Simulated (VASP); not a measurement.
Wanted: the native input for a VASP 6.6.1 run.

```yaml
Task: relaxation of cell and atoms
Functional: PBE
Potentials_or_basis: VASP PAW PBE potentials, release 64 (Sc_sv, Ga_d, Sb, As)
Cutoff: 600 eV
k_mesh: 8 × 8 × 6
Occupations: gaussian, width 0.1 eV
Spin: no spin polarisation
Dipole_correction: no
Further_INCAR_settings: ALGO = Normal; EDIFF = 1e-06; IBRION = 2; EDIFFG = -0.01; NSW = 100; ISIF = 3
```

The structure of Sc2GaSbAs2 lies in POSCAR:

```
Sc2GaSbAs2
1.0
    4.4918603339      0.0000000000      0.0000000000
    0.0000000000      4.4918603339      0.0000000000
    0.0000000000      0.0000000000      6.5634693099
Sc Ga Sb As
2 1 1 2
Direct
    0.5000000000      0.0000000000      0.9949843341
    0.0000000000      0.5000000000      0.9949843341
    0.0000000000      0.0000000000      0.6833342736
    0.5000000000      0.5000000000      0.3062462873
    0.5000000000      0.5000000000      0.7420281273
    0.0000000000      0.0000000000      0.2784226935
```

The cell was generated, and may not be a known phase.

One way to write it, as run:

INCAR

```
PREC = Accurate ; ENCUT = 600
EDIFF = 1E-6 ; ISMEAR = 0
SIGMA = 0.1 ; LREAL = F
LASPH = T ; NELM = 60
ALGO = Normal ; ISIF = 3
LWAVE = F ; LCHARG = F
GGA = PE ; IBRION = 2
NSW = 100 ; EDIFFG = -0.01
```

KPOINTS

```
Automatic mesh
0
Gamma
  8 8 6
```

Potentials or basis: VASP PAW PBE potentials, release 64 (Sc_sv, Ga_d, Sb, As).

The run is started by

```sh
$ cat potpaw_PBE.64/Sc_sv/POTCAR potpaw_PBE.64/Ga_d/POTCAR potpaw_PBE.64/Sb/POTCAR potpaw_PBE.64/As/POTCAR > POTCAR
$ mpirun -np 1 vasp_std > vasp.out
```

It gave:

| Item | Value |
| --- | --- |
| Relaxed volume | 22.79 Å³/atom |
| Relaxed cell | a = 4.724 Å, b = 4.724 Å, c = 6.127 Å, α = 90.00°, β = 90.00°, γ = 90.00° |
| Space group after relaxing (to 0.1 Å) | P4mm (No. 99) |
| Energy gained by relaxing | 15.1 meV/atom |
| Ionic steps | 16 |
| Pressure after relaxing | 0.0 GPa |
| Largest force after relaxing | 0.007 eV/Å |
| Band gap on the k mesh | zero (bands 25 and 26 overlap by 1.30 eV) |

Caveat: spin-orbit coupling is left out, which moves the levels of the heavy elements.

It took 73 min on 1 thread of Intel Xeon 8259CL (shared host), peak memory 0.52 GiB.
